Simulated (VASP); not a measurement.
# Si2W (fluorite type) (Fm-3m) in VASP: a series of runs, part 2 of 2

VASP 6.6.1.

## (6) Single point, PBE (volume scaled by 0.94)

INCAR reads:

```
SYSTEM = Si2W
PREC = Accurate
ENCUT = 520
EDIFF = 1E-6
ISMEAR = -1
SIGMA = 0.08
LREAL = .FALSE.
LASPH = .TRUE.
NELM = 80
ALGO = Normal
ISIF = 2
LWAVE = .FALSE.
LCHARG = .FALSE.
GGA = PE
NBANDS = 18
```

KPOINTS reads:

```
Automatic mesh
0
G
  9 9 9
  0 0 0
```

POSCAR reads:

```
Si2W
1.0
    0.0000000000      2.8890253759      2.8890253759
    2.8890253759      0.0000000000      2.8890253759
    2.8890253759      2.8890253759      0.0000000000
W Si
1 2
Direct
    0.0000000000      0.0000000000      0.0000000000
    0.2500000000      0.2500000000      0.2500000000
    0.7500000000      0.7500000000      0.7500000000
```

Potentials or basis: VASP PAW PBE potentials, release 64 (W_sv, Si).

Started as:

```sh
$ cat potpaw_PBE.64/W_sv/POTCAR potpaw_PBE.64/Si/POTCAR > POTCAR
$ mpirun -np 1 vasp_std > vasp.out
```

OUTCAR:

```text
SYSTEM = Si2W
   PREC = Accurate
   ENCUT = 520
   EDIFF = 1E-6
   ISMEAR = -1
   LREAL = .FALSE.
   LASPH = .TRUE.
   NELM = 80
   ISIF = 2
   GGA = PE

 ion  position               nearest neighbor table
   1  0.000  0.000  0.000-   3 2.50   3 2.50   3 2.50   2 2.50   3 2.50   2 2.50   2 2.50   2 2.50

   2  0.250  0.250  0.250-   1 2.50   1 2.50   1 2.50   1 2.50   3 2.89   3 2.89   3 2.89   3 2.89
                             3 2.89   3 2.89
   3  0.750  0.750  0.750-   1 2.50   1 2.50   1 2.50   1 2.50   2 2.89   2 2.89   2 2.89   2 2.89
                             2 2.89   2 2.89

  LATTYP: Found a face centered cubic cell.
 ALAT       =     5.7780507518

  Lattice vectors:

 A1 = (   0.0000000000,   2.8890253759,   2.8890253759)
 A2 = (   2.8890253759,   0.0000000000,   2.8890253759)
 A3 = (   2.8890253759,   2.8890253759,   0.0000000000)

Analysis of symmetry for initial positions (statically):
=====================================================================
 Subroutine PRICEL returns:
 Original cell was already a primitive cell.

 Routine SETGRP: Setting up the symmetry group for a
 face centered cubic supercell.

 Subroutine GETGRP returns: Found 48 space group operations
 (whereof 48 operations were pure point group operations)
 out of a pool of 48 trial point group operations.

The static configuration has the point symmetry O_h .

Analysis of symmetry for dynamics (positions and initial velocities):
=====================================================================
 Subroutine PRICEL returns:
 Original cell was already a primitive cell.

 Routine SETGRP: Setting up the symmetry group for a
 face centered cubic supercell.

 Subroutine GETGRP returns: Found 48 space group operations
 (whereof 48 operations were pure point group operations)
 out of a pool of 48 trial point group operations.

[... 118 lines left out ...]
   EFERMI_NEDOS =   21; number of points for ismear=-14 and -15
   IALGO  =     38    algorithm
   IMIX   =      4    mixing-type and parameters
     AMIX     =   0.40;   BMIX     =  1.00
     AMIX_MAG =   1.60;   BMIX_MAG =  1.00
  volume/ion in A,a.u.               =      16.08       108.48
  Fermi-wavevector in a.u.,A,eV,Ry     =   1.260243  2.381514 21.608949  1.588213
  Thomas-Fermi vector in A             =   2.393763
   LORBIT       =      0    0 simple, 1 ext, 2 COOP (PROOUT), +10 PAW based schemes
   GGA     = PE    functional components
   LHFCALC =     F    Hartree Fock is set to
   AEXX    =    0.0000 exact exchange contribution
   IVDW    =     0    specifies the selected vdW correction
   LEPSILON=     F    determine dielectric tensor
   LRPA    =     F    only Hartree local field effects (RPA)
 non-spin polarized calculation
  energy-cutoff  :      520.00
  volume of cell :       48.23
 maximum number of plane-waves:      1317
   NGX = 15   NGY = 15   NGZ = 15

 number of electron      22.0000003 magnetization

 Free energy of the ion-electron system (eV)
  ---------------------------------------------------
  ext. energy  EPLUGINS =         0.00000000
  ---------------------------------------------------
  free energy    TOTEN  =       -22.17784865 eV

  energy without entropy =      -22.12795430  energy(sigma->0) =      -22.15290148

 E-fermi :   9.1599     XC(G=0): -11.4447

 val. band max:        9.1532371154   @ k =   0.3333   0.2222   0.1111
 cond. band min:       9.1645992841   @ k =   0.4444   0.3333   0.1111
 fundamental gap:      0.0113621687
 Fermi energy:         9.1598972396

 k-point     1 :       0.0000    0.0000    0.0000
  band No.  band energies     occupation
      1     -64.0762      2.00000
      2     -28.4467      2.00000
      3     -28.4467      2.00000
      4     -28.4467      2.00000
      5      -3.1747      2.00000
      6       4.4346      2.00000
[... 481 lines left out ...]
      5       0.3250      2.00000
      6       1.5836      2.00000
[... 10 lines left out ...]
     17      16.6172      0.00000
     18      17.2249      0.00000

 [... further k-points ...]

------------------------ aborting loop because EDIFF is reached ----------------------------------------

  FORCE on cell =-STRESS in cart. coord.  units (eV):
  Direction    XX          YY          ZZ          XY          YZ          ZX
  --------------------------------------------------------------------------------------
  -------------------------------------------------------------------------------------
  Total        2.8121544      2.8121544      2.8121544      0.0000000      0.0000000      0.0000000
  in kB       93.4255522     93.4255522     93.4255522      0.0000000      0.0000000      0.0000000
  external PRESSURE =      93.4255522 kB  Pullay stress =       0.0000000 kB

 VOLUME and BASIS-vectors are now :
 -----------------------------------------------------------------------------
  energy-cutoff  :      520.00
  volume of cell :       48.23
      direct lattice vectors                 reciprocal lattice vectors
     0.000000000  2.889025376  2.889025376    -0.173068746  0.173068746  0.173068746
     2.889025376  0.000000000  2.889025376     0.173068746 -0.173068746  0.173068746
     2.889025376  2.889025376  0.000000000     0.173068746  0.173068746 -0.173068746

 POSITION                                       TOTAL-FORCE (eV/Angst)
 -----------------------------------------------------------------------------------
      0.00000      0.00000      0.00000        -0.000000      0.000000     -0.000000
      1.44451      1.44451      1.44451        -0.000000     -0.000000      0.000000
      4.33354      4.33354      4.33354         0.000000      0.000000     -0.000000
 -----------------------------------------------------------------------------------
    total drift:                                0.000000     -0.000000     -0.000000

  FREE ENERGIE OF THE ION-ELECTRON SYSTEM (eV)
  ---------------------------------------------------
  free  energy   TOTEN  =       -22.1778486513 eV

  energy  without entropy=      -22.1279543040  energy(sigma->0) =      -22.15290148
```

OSZICAR:

```text
N       E                     dE             d eps       ncg     rms          rms(c)
DAV:   1     0.129427801098E+03    0.12943E+03   -0.10870E+04  1260   0.121E+03
DAV:   2    -0.184690950533E+02   -0.14790E+03   -0.14460E+03  1494   0.309E+02
DAV:   3    -0.226118429226E+02   -0.41427E+01   -0.40951E+01  1562   0.476E+01
DAV:   4    -0.226543852017E+02   -0.42542E-01   -0.42503E-01  1566   0.515E+00
DAV:   5    -0.226549696954E+02   -0.58449E-03   -0.58448E-03  1642   0.630E-01    0.230E+01
DAV:   6    -0.222692864138E+02    0.38568E+00   -0.23067E+00  1460   0.968E+00    0.896E+00
DAV:   7    -0.222034297191E+02    0.65857E-01   -0.34586E-01  1476   0.320E+00    0.562E+00
DAV:   8    -0.221773897628E+02    0.26040E-01   -0.67547E-02  1458   0.200E+00    0.211E-01
DAV:   9    -0.221776571014E+02   -0.26734E-03   -0.15746E-03  1516   0.305E-01    0.186E-01
DAV:  10    -0.221778497029E+02   -0.19260E-03   -0.33436E-04  1336   0.131E-01    0.598E-02
DAV:  11    -0.221778471415E+02    0.25614E-05   -0.46407E-05  1650   0.537E-02    0.140E-02
DAV:  12    -0.221778485631E+02   -0.14215E-05   -0.74070E-06  1334   0.142E-02    0.226E-03
DAV:  13    -0.221778486513E+02   -0.88279E-07   -0.11938E-07   848   0.251E-03
   1 F= -.22177849E+02 E0= -.22152901E+02  d E =-.498943E-01
```

stdout:

```text
POSCAR found type information on POSCAR W Si
 POSCAR found :  2 types and       3 ions
 scaLAPACK will be used
 LDA part: xc-table for (Slater+PW92), standard interpolation
 POSCAR, INCAR and KPOINTS ok, starting setup
 FFT: planning ... GRIDC
 FFT: planning ... GRID_SOFT
 FFT: planning ... GRID
 WAVECAR not read
 entering main loop
```

Run time: 46 s. Hardware: 1 thread of Intel Xeon 8259CL, shared host; peak memory 0.18 GiB.

Results:

* Free energy: -22.1778 eV
* Pressure: 9.3 GPa
* Band gap on the k mesh: zero (band 11 reaches 10.10 eV, above the bottom of band 12 at 8.24 eV)

Caveat: spin-orbit coupling is left out, which moves the levels of the heavy elements.

## (7) The runs side by side

| cell | gap on the mesh (eV) | pressure (GPa) |
| --- | --- | --- |
| a = 3.556 Å, angles 60.0°, 3 atoms | none | 169.8 |
| a = 3.738 Å, angles 60.0°, 3 atoms | none | 86.5 |
| a = 3.872 Å, angles 60.0°, 3 atoms | none | 47.7 |
| a = 3.997 Å, angles 60.0°, 3 atoms | none | 22.4 |
| a = 4.086 Å, angles 60.0°, 3 atoms | none | 9.3 |

Alike in all rows: task single point; level PBE; potentials or basis VASP PAW PBE potentials, release 64 (W_sv, Si); no spin polarisation; k mesh 9 × 9 × 9; cutoff (eV) 520; smearing fermi-dirac 0.08 eV.

Caveats: spin-orbit coupling is left out, which moves the levels of the heavy elements.

Total energies depend on the potentials used, so only differences within one code and one set of settings carry meaning.
